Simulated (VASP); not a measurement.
# LuBe4 (Im-3m) in VASP: further runs, part 2 of 2

VASP 6.6.1. Earlier steps stand in the parts before.

### Step 3. Relaxation of cell and atoms, PBE

This run uses another cell than the first one, of 10.06 Å³/atom, 0.466 times its volume.

File INCAR:

```
PREC     = Accurate       # precision mode
ENCUT    = 600            # plane-wave cutoff, eV
EDIFF    = 1E-7           # SCF threshold, eV
ISMEAR   = 0              # smearing method
SIGMA    = 0.1            # smearing width, eV
LREAL    = False          # projectors in reciprocal space
LASPH    = True           # aspherical terms in the spheres
NELM     = 100            # most SCF steps
ALGO     = Normal         # electronic algorithm
ISIF     = 3              # what is computed and relaxed
LWAVE    = False          # write WAVECAR
LCHARG   = False          # write CHGCAR
GGA      = PE             # functional
IBRION   = 2              # ionic algorithm
NSW      = 90             # ionic steps
EDIFFG   = -0.04          # ionic threshold
```

File KPOINTS:

```
Automatic mesh
0
Gamma
  6 6 6
```

File POSCAR:

```
LuBe4
1.0
   -2.3251750100      2.3251750100      2.3251750100
    2.3251750100     -2.3251750100      2.3251750100
    2.3251750100      2.3251750100     -2.3251750100
Lu Be
1 4
Direct
    0.0000000000      0.0000000000      0.0000000000
    0.0000000000      0.0000000000      0.5000000000
    0.5000000000      0.0000000000      0.0000000000
    0.5000000000      0.5000000000      0.5000000000
    0.0000000000      0.5000000000      0.0000000000
```

Potentials or basis: VASP PAW PBE potentials, release 64 (Lu, Be).

Run with:

```
cat potpaw_PBE.64/Lu/POTCAR potpaw_PBE.64/Be/POTCAR > POTCAR
mpirun -np 1 vasp_std > vasp.out
```

OUTCAR:

```text
PREC = Accurate
   ENCUT = 600
   EDIFF = 1E-7
   ISMEAR = 0
   LREAL = False
   LASPH = True
   NELM = 100
   ISIF = 3
   GGA = PE
   IBRION = 2
   NSW = 90
   EDIFFG = -0.04

 ion  position               nearest neighbor table
   1  0.000  0.000  0.000-   2 2.01   3 2.01   4 2.01   5 2.01   2 2.01   5 2.01   3 2.01   4 2.01

   2  0.000  0.000  0.500-   1 2.01   1 2.01   4 2.33   5 2.33   3 2.33   5 2.33   3 2.33   4 2.33

   3  0.500  0.000  0.000-   1 2.01   1 2.01   4 2.33   5 2.33   4 2.33   2 2.33   2 2.33   5 2.33

   4  0.500  0.500  0.500-   1 2.01   1 2.01   3 2.33   5 2.33   3 2.33   5 2.33   2 2.33   2 2.33

   5  0.000  0.500  0.000-   1 2.01   1 2.01   3 2.33   4 2.33   2 2.33   2 2.33   4 2.33   3 2.33

  LATTYP: Found a body centered cubic cell.
 ALAT       =     4.6503500200

  Lattice vectors:

 A1 = (  -2.3251750100,   2.3251750100,   2.3251750100)
 A2 = (   2.3251750100,  -2.3251750100,   2.3251750100)
 A3 = (   2.3251750100,   2.3251750100,  -2.3251750100)

Analysis of symmetry for initial positions (statically):
=====================================================================
 Subroutine PRICEL returns:
 Original cell was already a primitive cell.

 Routine SETGRP: Setting up the symmetry group for a
 body centered cubic supercell.

 Subroutine GETGRP returns: Found 48 space group operations
 (whereof 48 operations were pure point group operations)
 out of a pool of 48 trial point group operations.

The static configuration has the point symmetry O_h .

Analysis of symmetry for dynamics (positions and initial velocities):
=====================================================================
 Subroutine PRICEL returns:
 Original cell was already a primitive cell.

 Routine SETGRP: Setting up the symmetry group for a
 body centered cubic supercell.

 Subroutine GETGRP returns: Found 48 space group operations
 (whereof 48 operations were pure point group operations)
 out of a pool of 48 trial point group operations.

The dynamic configuration has the point symmetry O_h .

 Subroutine INISYM returns: Found 48 space group operations
 (whereof 48 operations are pure point group operations),
 and found     1 'primitive' translations

----------------------------------------------------------------------------------------

                                     Primitive cell

  volume of cell :      50.2837

  direct lattice vectors                    reciprocal lattice vectors
    -2.325175010  2.325175010  2.325175010     0.000000000  0.215037577  0.215037577
     2.325175010 -2.325175010  2.325175010     0.215037577  0.000000000  0.215037577
     2.325175010  2.325175010 -2.325175010     0.215037577  0.215037577  0.000000000

  length of vectors
     4.027321254  4.027321254  4.027321254     0.304109058  0.304109058  0.304109058

  position of ions in fractional coordinates (direct lattice)
     0.000000000  0.000000000  0.000000000
     0.000000000  0.000000000  0.500000000
     0.500000000  0.000000000  0.000000000
     0.500000000  0.500000000  0.500000000
     0.000000000  0.500000000  0.000000000

  ion indices of the primitive-cell ions
   primitive index   ion index
                 1           1
                 2           2
                 3           3
                 4           4
                 5           5

----------------------------------------------------------------------------------------

 KPOINTS: Automatic mesh

Automatic generation of k-mesh.
 Grid dimensions read from file:
 generate k-points for:    6    6    6

 Generating k-lattice:

  Cartesian coordinates                     Fractional coordinates (reciprocal lattice)
     0.000000000  0.035839596  0.035839596     0.166666667  0.000000000  0.000000000
     0.035839596  0.000000000  0.035839596     0.000000000  0.166666667  0.000000000
     0.035839596  0.035839596  0.000000000     0.000000000  0.000000000  0.166666667

  Length of vectors
     0.050684843  0.050684843  0.050684843

  Shift w.r.t. Gamma in fractional coordinates (k-lattice)
     0.000000000  0.000000000  0.000000000

 Subroutine IBZKPT returns following result:
 ===========================================

 Found     16 irreducible k-points:

 Following reciprocal coordinates:
            Coordinates               Weight
  0.000000  0.000000  0.000000      1.000000
  0.166667  0.000000  0.000000     12.000000
  0.333333  0.000000  0.000000     12.000000
  0.500000  0.000000  0.000000      6.000000
  0.166667  0.166667  0.000000     24.000000
  0.333333  0.166667  0.000000     48.000000
[... 8 lines left out ...]
  0.500000  0.500000  0.333333     12.000000
  0.500000  0.500000  0.500000      1.000000
   k-points           NKPTS =     16   k-points in BZ     NKDIM =     16   number of bands    NBANDS=     20
   number of dos      NEDOS =    301   number of ions     NIONS =      5
   total plane-waves  NPLWV =  32768
   dimension x,y,z NGX =    32 NGY =   32 NGZ =   32
   dimension x,y,z NGXF=    64 NGYF=   64 NGZF=   64
   ions per type =               1   4
   NGX,Y,Z   is equivalent  to a cutoff of  13.21, 13.21, 13.21 a.u.
   NGXF,Y,Z  is equivalent  to a cutoff of  26.42, 26.42, 26.42 a.u.
 SYSTEM =  unknown system
   PREC   = accura    normal or accurate (medium, high low for compatibility)
   ISTART =      0    job   : 0-new  1-cont  2-samecut
   ICHARG =      2    charge: 1-file 2-atom 10-const
   ISPIN  =      1    spin polarized calculation?
   LNONCOLLINEAR =      F non collinear calculations
   LSORBIT =      F    spin-orbit coupling
   LASPH  =      T    aspherical Exc in radial PAW
   ENCUT  =  600.0 eV  44.10 Ry    6.64 a.u.   8.04  8.04  8.04*2*pi/ulx,y,z
   NELM   =    100;   NELMIN=  2; NELMDL= -5     # of ELM steps
   EDIFF  = 0.1E-06   stopping-criterion for ELM
   LREAL  =      F    real-space projection
   EDIFFG = -.4E-01   stopping-criterion for IOM
   NSW    =     90    number of steps for IOM
   IBRION =      2    ionic relax: 0-MD 1-quasi-New 2-CG
   NFREE  =      1    steps in history (QN), initial steepest desc. (CG)
   ISIF   =      3    stress and relaxation
   ISYM   =      2    0-nonsym 1-usesym 2-fastsym
   POTIM  = 0.5000    time-step for ionic-motion
   TEBEG  =    0.0;   TEEND  =   0.0 temperature during run
   PSTRESS=    0.0 pullay stress
   NELECT =      33.0000    total number of electrons
   NUPDOWN=      -1.0000    fix difference up-down
   EMIN   =  10.00;   EMAX   =-10.00  energy-range for DOS
   EFERMI =   0.00;   METHOD = LEGACY
   ISMEAR =     0;   SIGMA  =   0.10  broadening in eV -4-tet -1-fermi 0-gaus
   EFERMI_NEDOS =   21; number of points for ismear=-14 and -15
   IALGO  =     38    algorithm
   IMIX   =      4    mixing-type and parameters
     AMIX     =   0.40;   BMIX     =  1.00
     AMIX_MAG =   1.60;   BMIX_MAG =  1.00
  volume/ion in A,a.u.               =      10.06        67.87
  Fermi-wavevector in a.u.,A,eV,Ry     =   1.422669  2.688454 27.538012  2.023987
  Thomas-Fermi vector in A             =   2.543348
   LORBIT       =      0    0 simple, 1 ext, 2 COOP (PROOUT), +10 PAW based schemes
   GGA     = PE    functional components
   LHFCALC =     F    Hartree Fock is set to
   AEXX    =    0.0000 exact exchange contribution
   IVDW    =     0    specifies the selected vdW correction
   LEPSILON=     F    determine dielectric tensor
   LRPA    =     F    only Hartree local field effects (RPA)
 conjugate gradient relaxation of ions
 non-spin polarized calculation
 Gauss-broadening in eV      SIGMA  =   0.10
  energy-cutoff  :      600.00
  volume of cell :       50.28
 maximum number of plane-waves:      1721
   NGX = 17   NGY = 17   NGZ = 17

--------------------------------------- Ionic step        1  -------------------------------------------

 number of electron      32.9999993 magnetization

 Free energy of the ion-electron system (eV)
  ---------------------------------------------------
  ext. energy  EPLUGINS =         0.00000000
  ---------------------------------------------------
  free energy    TOTEN  =        -3.91838192 eV

  energy without entropy =       -3.89927151  energy(sigma->0) =       -3.90882671

 E-fermi :   4.7140     XC(G=0): -11.2791

 val. band max:        4.6561027993   @ k =   0.1667   0.0000   0.0000
 cond. band min:       4.7404845693   @ k =   0.3333   0.1667   0.0000
 fundamental gap:      0.0843817700
 Fermi energy:         4.7140263295

 k-point     1 :       0.0000    0.0000    0.0000
  band No.  band energies     occupation
      1     -50.1638      2.00000
      2     -21.4549      2.00000
      3     -21.4549      2.00000
      4     -21.4549      2.00000
      5      -3.6595      2.00000
      6       0.0641      2.00000
[... 12 lines left out ...]
     19       6.4516      0.00000
[... 497 lines left out ...]
  energy  without entropy=      -10.2885362867  energy(sigma->0) =      -10.30022209

--------------------------------------- Ionic step        5  -------------------------------------------

 number of electron      33.0000019 magnetization

 Free energy of the ion-electron system (eV)
  ---------------------------------------------------
  ext. energy  EPLUGINS =         0.00000000
  ---------------------------------------------------
  free energy    TOTEN  =       -10.62117101 eV

  energy without entropy =      -10.60213517  energy(sigma->0) =      -10.61165309

 E-fermi :   0.8460     XC(G=0):  -8.3663

 val. band max:        0.8331435537   @ k =  -0.3333   0.5000   0.1667
 cond. band min:       0.8640957460   @ k =  -0.3333   0.3333   0.3333
 fundamental gap:      0.0309521923
 Fermi energy:         0.8460339390

 k-point     1 :       0.0000    0.0000    0.0000
  band No.  band energies     occupation
      1     -54.7501      2.00000
      2     -25.4934      2.00000
      3     -25.4934      2.00000
      4     -25.4934      2.00000
      5      -5.2289      2.00000
      6      -3.6972      2.00000
[... 12 lines left out ...]
     19       1.6934      0.00000
[... 376 lines left out ...]
  FREE ENERGIE OF THE ION-ELECTRON SYSTEM (eV)
  ---------------------------------------------------
  free  energy   TOTEN  =       -10.6211710136 eV

  energy  without entropy=      -10.6021351710  energy(sigma->0) =      -10.61165309

 reached required accuracy - stopping structural energy minimisation
```

Wall time 3.7 min (1 thread of Intel Xeon Platinum 8259CL at 2.50GHz (Skylake/Cascade Lake), shared host); peak memory 0.2 GiB.

What came out:

| Quantity | Value |
| --- | --- |
| Free energy | -10.6212 eV |
| Relaxed volume | 21.95 Å³/atom |
| Relaxed cell | a = 5.224 Å, b = 5.224 Å, c = 5.224 Å, α = 109.47°, β = 109.47°, γ = 109.47° |
| Space group after relaxing (to 0.05 Å) | Im-3m (No. 229) |
| Energy gained by relaxing | 1340.6 meV/atom |
| Ionic steps | 5 |
| Pressure after relaxing | -0.3 GPa |

The path:
| step | energy change (eV) | largest force (eV/Å) | pressure (GPa) | volume (Å³) |
| --- | --- | --- | --- | --- |
| 1 | 0.0000 | 0.0000 | 64.65 | 50.28 |
| 2 | -6.1512 | 0.0000 | 8.81 | 85.98 |
| 3 | -6.6238 | 0.0000 | 2.88 | 99.45 |
| 4 | -6.3935 | 0.0000 | -4.03 | 130.46 |
| 5 | -6.7028 | 0.0000 | -0.27 | 109.76 |

Final structure:
```xyz
5
Lattice="-3.0162 3.0162 3.0162 3.0162 -3.0162 3.0162 3.0162 3.0162 -3.0162" Properties=species:S:1:pos:R:3 pbc="T T T"
Lu    0.0000    0.0000    0.0000
Be    1.5081    1.5081   -1.5081
Be   -1.5081    1.5081    1.5081
Be    1.5081    1.5081    1.5081
Be    1.5081   -1.5081    1.5081
```

Caveat: the volume moved by over 15 % at a fixed basis, so the end points are rough; the bands computed are all filled at some k points, so no gap is given; spin-orbit coupling is left out, which moves the levels of the heavy elements.

### Step 4. Single point, PBE

This run uses another cell than the first one, of 10.06 Å³/atom, 0.466 times its volume.

File INCAR:

```
SYSTEM = LuBe4
  ALGO = Normal
  EDIFF = 1E-6
  ENCUT = 520
  GGA = PE
  ISIF = 2
  ISMEAR = 0
  LASPH = .True.
  LCHARG = .False.
  LREAL = .False.
  LWAVE = .False.
  NBANDS = 24
  NELM = 100
  PREC = Accurate
  SIGMA = 0.1
```

File KPOINTS:

```
k-points
0
Gamma
  6 6 6
  0 0 0
```

POSCAR is that of step 3.

Run with:

```
cat potpaw_PBE.64/Lu/POTCAR potpaw_PBE.64/Be/POTCAR > POTCAR
mpirun -np 1 vasp_std > vasp.out
```

Run time: 27 s. Hardware: 1 thread of Intel Xeon Platinum 8259CL at 2.50GHz (Skylake/Cascade Lake), shared host; peak memory 0.18 GiB.

Results (log left out):

```yaml
Free_energy: -3.9175 eV
Pressure: 64.7 GPa
```

Levels at points of the mesh, in eV from the Fermi level:
| k point | band 13 | band 14 | band 15 | band 16 | band 17 | band 18 | band 19 | band 20 |
| --- | --- | --- | --- | --- | --- | --- | --- | --- |
| (0.00, 0.00, 0.00) | -0.28 | -0.28 | -0.28 | 0.51 | 0.51 | 0.51 | 1.74 | 1.74 |
| (0.50, 0.00, 0.00) | -4.30 | -2.70 | -1.88 | -0.08 | 0.09 | 0.38 | 0.94 | 2.63 |
| (0.50, 0.50, 0.50) | -4.48 | -2.30 | -1.02 | -1.02 | -1.02 | -0.30 | -0.30 | -0.30 |

Caveat: spin-orbit coupling is left out, which moves the levels of the heavy elements.

### Step 5. Summary

```tsv
task	cell	cutoff (eV)	gap on the mesh (eV)	pressure (GPa)
single point	a = 5.195 Å, angles 109.5°, 5 atoms	520	none	0.2
relaxation of cell and atoms	relaxed from a = 4.027 Å, angles 109.5°, 5 atoms	600	-	-0.3
single point	a = 4.027 Å, angles 109.5°, 5 atoms	520	none	64.7
```

Alike in all rows: level PBE; potentials or basis VASP PAW PBE potentials, release 64 (Lu, Be); no spin polarisation; k mesh 6 × 6 × 6; smearing gaussian 0.1 eV.

Caveats: spin-orbit coupling is left out, which moves the levels of the heavy elements; the volume moved by over 15 % at a fixed basis, so the end points are rough (some runs); the bands computed are all filled at some k points, so no gap is given (some runs).

Total energies depend on the potentials used, so only differences within one code and one set of settings carry meaning.
